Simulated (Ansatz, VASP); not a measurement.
## One calculation of AlP, two programs

```
Al P
1.0
     0.00000    2.73926    2.73926
     2.73926    0.00000    2.73926
     2.73926    2.73926    0.00000
Al P
1 1
Direct
  0.00000 0.00000 0.00000
  0.25000 0.25000 0.25000
```

Alike in both runs: task single point; functional r2SCAN; k mesh 8 × 8 × 8; no spin polarisation.

```csv
,VASP,Ansatz
version,VASP 6.6.1,Ansatz 0.2.0
potentials or method,"VASP PAW PBE potentials, release 64 (Al, P)","plane waves, PAW"
plane-wave cutoff (eV),550,500
occupations,"gaussian, width 0.01 eV",fixed
valence electrons in the cell,8,8
```

```tsv
	VASP	Ansatz	Ansatz less VASP
gap on the k mesh at the Fermi level (eV)	1.93	1.93	-0.002
pressure (GPa)	-0.3	0.0	+0.30
```

VASP's potentials were made for PBE, not for r2SCAN.
